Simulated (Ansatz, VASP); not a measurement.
# Rh in VASP and in Ansatz

```xyz
2
Lattice="2.6976 0.0000 0.0000 -1.3488 2.3362 0.0000 0.0000 0.0000 4.3589" Properties=species:S:1:pos:R:3 pbc="T T T"
Rh    1.3488    0.7787    3.2692
Rh    0.0000    1.5574    1.0897
```

Alike in both runs: functional r2SCAN; k mesh 12 × 12 × 4; occupations gaussian, width 0.1 eV; no spin polarisation.

Ansatz relaxed the structure, and its values are those at the end. VASP's run is a single point on that final structure, the one shown.

```csv
,VASP,Ansatz
version,VASP 6.6.1,Ansatz 0.2.0
potentials or method,"VASP PAW PBE potentials, release 64 (Rh_pv), cutoff 520 eV","scalar-relativistic, plane waves, PAW"
valence electrons in the cell,30,34
```

|  | VASP | Ansatz | Ansatz less VASP |
| --- | --- | --- | --- |
| gap on the k mesh at the Fermi level (eV) | none | none | - |
| pressure (GPa) | 1.3 | 0.1 | -1.23 |

VASP's potentials were made for PBE, not for r2SCAN. A gap of «none» marks a metal or a gap that the smearing closes. VASP's potentials hold 30 valence electrons a cell and Ansatz's 34, so a difference there can come from the potentials and not from the codes.

The k mesh is coarse, so the values compare programs but aren't converged.
